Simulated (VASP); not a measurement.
Write the native input for VASP 6.6.1 that does the following.

```
Task                   : relaxation of cell and atoms
Functional             : LDA
Potentials or basis    : VASP PAW LDA potentials, release 64 (Ti_sv, Al)
Cutoff                 : 600 eV
k mesh                 : 18 × 18 × 10
Occupations            : gaussian, width 0.1 eV
Spin                   : no spin polarisation
Dipole correction      : no
Further INCAR settings : ALGO = Normal; EDIFF = 1e-07; IBRION = 2; EDIFFG = -0.005; NSW = 100; ISIF = 3
```

The structure of TiAl lies in POSCAR:

```
TiAl
1.0
    2.8672622327      0.0000000000      0.0000000000
   -1.4336311163      2.4831219328      0.0000000000
    0.0000000000      0.0000000000      4.6780830000
Ti Al
1 1
Direct
    0.0000000000      0.0000000000      0.0000000000
    0.3333333300      0.6666666700      0.5000000000
```

The input as run:

INCAR

```
ALGO = Normal
EDIFF = 1E-7
EDIFFG = -0.005
ENCUT = 600
GGA = CA
IBRION = 2
ISIF = 3
ISMEAR = 0
LASPH = T
LCHARG = F
LREAL = F
LWAVE = F
NELM = 80
NSW = 100
PREC = Accurate
SIGMA = 0.1
```

KPOINTS

```
k-points
0
Gamma
  18 18 10
```

Potentials or basis: VASP PAW LDA potentials, release 64 (Ti_sv, Al).

Command:

```bash
$ cat potpaw_LDA.64/Ti_sv/POTCAR potpaw_LDA.64/Al/POTCAR > POTCAR
$ mpirun -np 1 vasp_std > vasp.out
```

Results of the run:

| Item | Value |
| --- | --- |
| Relaxed volume | 15.73 Å³/atom |
| Relaxed cell | a = 2.812 Å, b = 2.812 Å, c = 4.594 Å, α = 90.00°, β = 90.00°, γ = 120.00° |
| Space group after relaxing (to 0.1 Å) | P-6m2 (No. 187) |
| Energy gained by relaxing | 18.3 meV/atom |
| Ionic steps | 8 |
| Pressure after relaxing | 0.0 GPa |
| Band gap on the k mesh | zero (an odd number of electrons rules out a gap without spin polarisation) |

It took 4.1 min on 1 thread of Intel(R) Xeon(R) 6975P-C (Granite Rapids) (shared host), peak memory 0.24 GiB.
